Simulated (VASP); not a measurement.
A run of VASP 6.6.1 is set up as follows.

File INCAR:

```
ALGO = Normal
EDIFF = 1E-7
ENCUT = 520
GGA = CA
ISIF = 2
ISMEAR = -1
LASPH = T
LCHARG = F
LREAL = F
LWAVE = F
NBANDS = 12
NELM = 60
PREC = Accurate
SIGMA = 0.1
```

KPOINTS

```
k-points
0
Gamma
  3 3 4
```

Contents of POSCAR:

```
In
1.0
   -1.6019898026      1.6281983263      2.4755659685
    1.6281983263     -1.6019898026      2.4755659685
    1.5260503434      1.5260503434     -2.4583443292
In
1
Direct
    0.0000000000      0.0000000000      0.0000000000
```

Potentials or basis: VASP PAW LDA potentials, release 64 (In_d).

Launch:

```sh
$ cat potpaw_LDA.64/In_d/POTCAR > POTCAR
$ mpirun -np 1 vasp_std > vasp.out
```

(1) What does it give for the pressure?

Results:

(1) 1.1 GPa.

Caveat: the k points lie up to 0.78 Å⁻¹ apart.
